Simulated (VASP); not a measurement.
# Pb in VASP: single point with r2SCAN

Aim: the single point of Pb with r2SCAN.

Everything below comes from runs of VASP 6.6.1. Logs are shortened: lines on timing, memory, paths and dates and some standing lists are left out, and cuts for length are marked.

### Step 1. The cell of the first run

The cell holds a slab with vacuum, 2 atoms: a = 6.440 Å, b = 3.447 Å, c = 17.284 Å, α = 90.00°, β = 90.00°, γ = 104.08°.

### Step 2. Single point, r2SCAN

POSCAR

```
Pb
1.0
    6.4402030000      0.0000000000      0.0000000000
   -0.8383520000      3.3433500000      0.0000000000
    0.0000000000      0.0000000000     17.2835858100
Pb
2
Direct
    0.1395150000      0.8418870000      0.4917961000
    0.6299240000      0.5726250000      0.5082039100
```

INCAR.step1

```
SYSTEM = Pb
PREC = Accurate
ENCUT = 440
ISMEAR = -1
SIGMA = 0.1
LREAL = .FALSE.
LASPH = .TRUE.
NELM = 120
LDIPOL = .TRUE.
IDIPOL = 3
DIPOL = 0.5 0.5 0.500
NBANDS = 21
GGA = PE
ALGO = Normal
EDIFF = 1E-5
LWAVE = .TRUE.
LCHARG = .FALSE.
GGA_COMPAT = .FALSE.
NELMDL = -8
```

INCAR.step2

```
SYSTEM = Pb
PREC = Accurate
ENCUT = 440
EDIFF = 1E-6
ISMEAR = -1
SIGMA = 0.1
LREAL = .FALSE.
LASPH = .TRUE.
NELM = 120
ALGO = Normal
ISIF = 2
LWAVE = .FALSE.
LCHARG = .FALSE.
LDIPOL = .TRUE.
IDIPOL = 3
DIPOL = 0.5 0.5 0.500
METAGGA = R2SCAN
LMIXTAU = .TRUE.
NBANDS = 21
ISTART = 1
GGA_COMPAT = .FALSE.
```

KPOINTS

```
Automatic mesh
0
Gamma
  3 5 1
  0.5 0 0
```

Potentials or basis: VASP PAW PBE potentials, release 64 (Pb_d).

Started as:

```sh
cat potpaw_PBE.64/Pb_d/POTCAR > POTCAR
cp INCAR.step1 INCAR
mpirun -np 1 vasp_std > vasp.out
cp INCAR.step2 INCAR
mpirun -np 1 vasp_std > vasp.out
```

OUTCAR:

```text
SYSTEM = Pb
   PREC = Accurate
   ENCUT = 440
   EDIFF = 1E-6
   ISMEAR = -1
   LREAL = .FALSE.
   LASPH = .TRUE.
   NELM = 120
   ISIF = 2
   METAGGA = R2SCAN
   ISTART = 1

 ion  position               nearest neighbor table
   1  0.140  0.842  0.492-   2 3.20   2 3.51   2 3.54
   2  0.630  0.573  0.508-   1 3.20   1 3.51   1 3.54

  Warning from LATTYP: Monoclinic adjustment (A1->A3, A2->A1, A3->A2)!
  LATTYP: Found a simple monoclinic cell.
 ALAT       =     3.4468570174
 B/A-ratio  =     5.0143030949
 C/A-ratio  =     1.8684276625
 COS(beta)  =    -0.2432221574

  Lattice vectors:

 A1 = (  -0.8383520000,   3.3433500000,   0.0000000000)
 A2 = (   0.0000000000,   0.0000000000,  17.2835858100)
 A3 = (   6.4402030000,   0.0000000000,   0.0000000000)

Analysis of symmetry for initial positions (statically):
=====================================================================
 Subroutine PRICEL returns:
 Original cell was already a primitive cell.

 Routine SETGRP: Setting up the symmetry group for a
 simple monoclinic supercell.

 Subroutine GETGRP returns: Found  2 space group operations
 (whereof  1 operations were pure point group operations)
 out of a pool of  4 trial point group operations.

The static configuration has the point symmetry C_1 .
 The point group associated with its full space group is S_2 .

Analysis of symmetry for dynamics (positions and initial velocities):
=====================================================================
 Subroutine PRICEL returns:
 Original cell was already a primitive cell.

 Routine SETGRP: Setting up the symmetry group for a
 simple monoclinic supercell.

 Subroutine GETGRP returns: Found  2 space group operations
 (whereof  1 operations were pure point group operations)
 out of a pool of  4 trial point group operations.

The dynamic configuration has the point symmetry C_1 .
 The point group associated with its full space group is S_2 .

 Subroutine INISYM returns: Found  2 space group operations
 (whereof  1 operations are pure point group operations),
 and found     1 'primitive' translations

----------------------------------------------------------------------------------------

                                     Primitive cell

  volume of cell :     372.1476

  direct lattice vectors                    reciprocal lattice vectors
     6.440203000  0.000000000  0.000000000     0.155274609  0.038935433  0.000000000
    -0.838352000  3.343350000  0.000000000     0.000000000  0.299101201  0.000000000
     0.000000000  0.000000000 17.283585810     0.000000000  0.000000000  0.057858364

  length of vectors
     6.440203000  3.446857017 17.283585810     0.160081767  0.299101201  0.057858364

  position of ions in fractional coordinates (direct lattice)
     0.139515000  0.841887000  0.491796100
     0.629924000  0.572625000  0.508203910

  ion indices of the primitive-cell ions
   primitive index   ion index
                 1           1
                 2           2

----------------------------------------------------------------------------------------

 KPOINTS: Automatic mesh

Automatic generation of k-mesh.
 Grid dimensions read from file:
 generate k-points for:    3    5    1

 Generating k-lattice:

  Cartesian coordinates                     Fractional coordinates (reciprocal lattice)
     0.051758203  0.012978478  0.000000000     0.333333333  0.000000000  0.000000000
     0.000000000  0.059820240  0.000000000     0.000000000  0.200000000  0.000000000
     0.000000000  0.000000000  0.057858364     0.000000000  0.000000000  1.000000000

  Length of vectors
     0.053360589  0.059820240  0.057858364

  Shift w.r.t. Gamma in fractional coordinates (k-lattice)
     0.500000000  0.000000000  0.000000000

 Subroutine IBZKPT returns following result:
 ===========================================

 Found      8 irreducible k-points:

 Following reciprocal coordinates:
            Coordinates               Weight
  0.166667  0.000000  0.000000      2.000000
  0.500000  0.000000  0.000000      1.000000
  0.166667  0.200000  0.000000      2.000000
  0.500000  0.200000  0.000000      2.000000
 -0.166667  0.200000  0.000000      2.000000
  0.166667  0.400000  0.000000      2.000000
  0.500000  0.400000  0.000000      2.000000
 -0.166667  0.400000  0.000000      2.000000
   k-points           NKPTS =      8   k-points in BZ     NKDIM =      8   number of bands    NBANDS=     21
   number of dos      NEDOS =    301   number of ions     NIONS =      2
   total plane-waves  NPLWV = 138240
   dimension x,y,z NGX =    48 NGY =   24 NGZ =  120
   dimension x,y,z NGXF=    96 NGYF=   48 NGZF=  240
   ions per type =               2
   NGX,Y,Z   is equivalent  to a cutoff of  12.39, 11.58, 11.54 a.u.
   NGXF,Y,Z  is equivalent  to a cutoff of  24.78, 23.15, 23.08 a.u.
 SYSTEM =  Pb
   PREC   = accura    normal or accurate (medium, high low for compatibility)
   ISTART =      1    job   : 0-new  1-cont  2-samecut
   ICHARG =      0    charge: 1-file 2-atom 10-const
   ISPIN  =      1    spin polarized calculation?
   LNONCOLLINEAR =      F non collinear calculations
   LSORBIT =      F    spin-orbit coupling
   LASPH  =      T    aspherical Exc in radial PAW
   ENCUT  =  440.0 eV  32.34 Ry    5.69 a.u.  11.01  5.90 29.56*2*pi/ulx,y,z
   NELM   =    120;   NELMIN=  2; NELMDL=  0     # of ELM steps
   EDIFF  = 0.1E-05   stopping-criterion for ELM
   LREAL  =      F    real-space projection
   EDIFFG = 0.1E-04   stopping-criterion for IOM
   NSW    =      0    number of steps for IOM
   IBRION =     -1    ionic relax: 0-MD 1-quasi-New 2-CG
   NFREE  =      0    steps in history (QN), initial steepest desc. (CG)
   ISIF   =      2    stress and relaxation
   ISYM   =      2    0-nonsym 1-usesym 2-fastsym
   POTIM  = 0.5000    time-step for ionic-motion
   TEBEG  =    0.0;   TEEND  =   0.0 temperature during run
   PSTRESS=    0.0 pullay stress
   NELECT =      28.0000    total number of electrons
   NUPDOWN=      -1.0000    fix difference up-down
   EMIN   =  10.00;   EMAX   =-10.00  energy-range for DOS
   EFERMI =   0.00;   METHOD = LEGACY
   ISMEAR =    -1;   SIGMA  =   0.10  broadening in eV -4-tet -1-fermi 0-gaus
   EFERMI_NEDOS =   21; number of points for ismear=-14 and -15
   IALGO  =     38    algorithm
   IMIX   =      4    mixing-type and parameters
     AMIX     =   0.40;   BMIX     =  1.00
     AMIX_MAG =   1.60;   BMIX_MAG =  1.00
  volume/ion in A,a.u.               =     186.07      1255.69
  Fermi-wavevector in a.u.,A,eV,Ry     =   0.691124  1.306034  6.498849  0.477652
  Thomas-Fermi vector in A             =   1.772686
   LORBIT       =      0    0 simple, 1 ext, 2 COOP (PROOUT), +10 PAW based schemes
   METAGGA = R2SCAN    functional components
   LHFCALC =     F    Hartree Fock is set to
   AEXX    =    0.0000 exact exchange contribution
   IVDW    =     0    specifies the selected vdW correction
   LEPSILON=     F    determine dielectric tensor
   LRPA    =     F    only Hartree local field effects (RPA)
 non-spin polarized calculation
  energy-cutoff  :      440.00
  volume of cell :      372.15
 maximum number of plane-waves:      7833
 NGX is ok and might be reduce to    48
   NGX = 21   NGY = 11   NGZ = 59

 number of electron      28.0000011 magnetization

 dipolmoment           0.000000      0.000000      0.000000 electrons x Angstroem

 Free energy of the ion-electron system (eV)
  ---------------------------------------------------
  ext. energy  EPLUGINS =         0.00000000
  ---------------------------------------------------
  free energy    TOTEN  =      -111.29002921 eV

  energy without entropy =     -111.26218785  energy(sigma->0) =     -111.27610853

 E-fermi :  -2.1597     XC(G=0):  -2.6349

 val. band max:       -2.3411067471   @ k =  -0.1667   0.4000   0.0000
 cond. band min:      -1.9376909351   @ k =   0.5000   0.2000   0.0000
 fundamental gap:      0.4034158121
 Fermi energy:        -2.1597106940

 k-point     1 :       0.1667    0.0000    0.0000
  band No.  band energies     occupation
      1     -20.0417      2.00000
      2     -19.9897      2.00000
      3     -19.9694      2.00000
      4     -19.9246      2.00000
      5     -19.8008      2.00000
      6     -19.7955      2.00000
[... 13 lines left out ...]
     20       3.0183      0.00000
     21       3.6732      0.00000

 k-point     2 :       0.5000    0.0000    0.0000
  band No.  band energies     occupation
      1     -20.0419      2.00000
      2     -19.9741      2.00000
      3     -19.9463      2.00000
      4     -19.8920      2.00000
      5     -19.8324      2.00000
      6     -19.8241      2.00000
[... 13 lines left out ...]
     20       2.9414      0.00000
     21       2.9481      0.00000

 k-point     3 :       0.1667    0.2000    0.0000
  band No.  band energies     occupation
      1     -20.0098      2.00000
      2     -19.9157      2.00000
      3     -19.8985      2.00000
      4     -19.8897      2.00000
      5     -19.8401      2.00000
      6     -19.8347      2.00000
[... 13 lines left out ...]
     20       2.7506      0.00000
     21       3.0486      0.00000

 k-point     4 :       0.5000    0.2000    0.0000
  band No.  band energies     occupation
      1     -19.9993      2.00000
      2     -19.9179      2.00000
      3     -19.9017      2.00000
      4     -19.8843      2.00000
      5     -19.8547      2.00000
      6     -19.8366      2.00000
[... 13 lines left out ...]
     20       2.8655      0.00000
     21       3.1342      0.00000

 k-point     5 :      -0.1667    0.2000    0.0000
  band No.  band energies     occupation
      1     -20.0333      2.00000
      2     -19.9297      2.00000
      3     -19.8915      2.00000
      4     -19.8864      2.00000
      5     -19.8360      2.00000
      6     -19.8279      2.00000
[... 13 lines left out ...]
     20       2.7939      0.00000
     21       3.2703      0.00000

 k-point     6 :       0.1667    0.4000    0.0000
  band No.  band energies     occupation
      1     -20.0053      2.00000
      2     -19.9223      2.00000
      3     -19.9012      2.00000
      4     -19.8827      2.00000
      5     -19.8682      2.00000
      6     -19.8281      2.00000
[... 13 lines left out ...]
     20       3.4986      0.00000
     21       4.4099      0.00000

 k-point     7 :       0.5000    0.4000    0.0000
  band No.  band energies     occupation
      1     -20.0125      2.00000
      2     -19.9369      2.00000
      3     -19.9018      2.00000
      4     -19.8926      2.00000
      5     -19.8630      2.00000
      6     -19.8162      2.00000
[... 13 lines left out ...]
     20       3.4345      0.00000
     21       4.2845      0.00000

 k-point     8 :      -0.1667    0.4000    0.0000
  band No.  band energies     occupation
      1     -20.0239      2.00000
      2     -19.9197      2.00000
      3     -19.8922      2.00000
      4     -19.8886      2.00000
      5     -19.8489      2.00000
      6     -19.8304      2.00000
[... 13 lines left out ...]
     20       3.7116      0.00000
     21       4.2905      0.00000

------------------------ aborting loop because EDIFF is reached ----------------------------------------

 vacuum level on the upper side and lower side of the slab       (xc-potential included)         0.012         0.012

  FORCE on cell =-STRESS in cart. coord.  units (eV):
  Direction    XX          YY          ZZ          XY          YZ          ZX
  --------------------------------------------------------------------------------------
  -------------------------------------------------------------------------------------
  Total       -2.5171731     -4.1246042      0.0038727      0.6311352     -0.0069418     -0.0927480
  in kB      -10.8369834    -17.7573278      0.0166729      2.7171757     -0.0298858     -0.3993005
  external PRESSURE =      -9.5258794 kB  Pullay stress =       0.0000000 kB

 VOLUME and BASIS-vectors are now :
 -----------------------------------------------------------------------------
  energy-cutoff  :      440.00
  volume of cell :      372.15
      direct lattice vectors                 reciprocal lattice vectors
     6.440203000  0.000000000  0.000000000     0.155274609  0.038935433  0.000000000
    -0.838352000  3.343350000  0.000000000     0.000000000  0.299101201  0.000000000
     0.000000000  0.000000000 17.283585810     0.000000000  0.000000000  0.057858364

 POSITION                                       TOTAL-FORCE (eV/Angst)
 -----------------------------------------------------------------------------------
      0.19271      2.81472      8.50000         0.327337      0.024640     -0.035272
      3.57678      1.91449      8.78359        -0.327337     -0.024640      0.035272
 -----------------------------------------------------------------------------------
    total drift:                               -0.000007     -0.000026      0.000003

  FREE ENERGIE OF THE ION-ELECTRON SYSTEM (eV)
  ---------------------------------------------------
  free  energy   TOTEN  =      -111.2900292051 eV

  energy  without entropy=     -111.2621878468  energy(sigma->0) =     -111.27610853

 vacuum level on the upper side and lower side of the slab         1.883         1.882
```

Run time: 3.1 min. Hardware: 1 thread of AMD EPYC 9R45 (Zen 5), shared host; peak memory 0.35 GiB.

Results:

```yaml
Free_energy: -111.2900 eV
Largest_force: 0.330 eV/Å
Band_gap_on_the_k_mesh: zero (bands 14 and 15 overlap by 0.40 eV)
```

Forces on the atoms (eV/Å):
```
Pb   0.327  0.025 -0.035
Pb  -0.327 -0.025  0.035
```

Caveat: the k points lie up to 0.38 Å⁻¹ apart; the PAW data sets were made with another functional, which shifts forces and pressure a little; spin-orbit coupling is left out, which moves the levels of the heavy elements.

The gap in the log of VASP goes by the Fermi energy; the results here count the filled bands.